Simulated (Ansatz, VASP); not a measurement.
## One calculation of Si2Ru2N, two programs

File INCAR:

```
SYSTEM = Si2Ru2N
ALGO = Normal
EDIFF = 1E-6
EDIFFG = -0.01
ENCUT = 600
GGA = PE
IBRION = 2
ISIF = 3
ISMEAR = 0
LASPH = .TRUE.
LCHARG = .FALSE.
LREAL = .FALSE.
LWAVE = .FALSE.
NELM = 80
NSW = 100
PREC = Accurate
SIGMA = 0.1
```

The input KPOINTS:

```
k-points
0
G
  12 12 6
  0 0 0
```

Contents of POSCAR:

```
Si2Ru2N
1.0
    3.3453189347      0.0000000000      0.0000000000
    0.0000000000      3.3453189347      0.0000000000
    0.0000000000      0.0000000000      6.1965851354
Si Ru N
2 2 1
Direct
    0.0000000000      0.0000000000      0.2908151191
    0.0000000000      0.0000000000      0.7091848809
    0.5000000000      0.5000000000      0.2095258601
    0.5000000000      0.5000000000      0.7904741399
    0.0000000000      0.0000000000      0.0000000000
```

Input for Ansatz:

```yaml
crystal:
  lattice:
    - [3.3453189347, 0.0, 0.0]
    - [0.0, 3.3453189347, 0.0]
    - [0.0, 0.0, 6.1965851354]
  atoms:
    - { symbol: Si, position: [0.0, 0.0, 0.2908151191] }
    - { symbol: Si, position: [0.0, 0.0, 0.7091848809] }
    - { symbol: Ru, position: [0.5, 0.5, 0.2095258601] }
    - { symbol: Ru, position: [0.5, 0.5, 0.7904741399] }
    - { symbol: "N", position: [0.0, 0.0, 0.0] }
basis:
  ecutwfc: 420
kpoints:
  mp_grid: { grid: [12, 12, 6] }
hamiltonian:
  xc: pbe
scf:
  occupations: { method: gaussian, width: 0.1 }
output:
  forces: true
  stress: true
  eigenvalues: true
relax:
  adjacent_minimum: "off"
  f_tol: 0.01
  max_steps: 80
  cell: { stress_tol: 0.05 }
```

Alike in both runs: task relaxation of cell and atoms; functional PBE; k mesh 12 × 12 × 6; occupations gaussian, width 0.1 eV; no spin polarisation.

|  | VASP | Ansatz |
| --- | --- | --- |
| version | VASP 6.6.1 | Ansatz 0.2.0 |
| potentials or method | VASP PAW PBE potentials, release 64 (Si, Ru_pv, N), cutoff 600 eV | scalar-relativistic, plane waves, PAW |
| valence electrons in the cell | 41 | 45 |

Ansatz gave:

* gap on the k mesh at the Fermi level, each at its own relaxed structure (eV): none
* relaxed volume (Å³/atom): 13.92
* relaxed cell length with the largest relative difference (Å): 6.206

Question: Which values does VASP return?

Answer: gap on the k mesh at the Fermi level, each at its own relaxed structure (eV): none; relaxed volume (Å³/atom): 13.89; relaxed cell length with the largest relative difference (Å): 6.195.

A gap of «none» marks a metal or a gap that the smearing closes. VASP's potentials hold 41 valence electrons a cell and Ansatz's 45, so a difference there can come from the potentials and not from the codes.
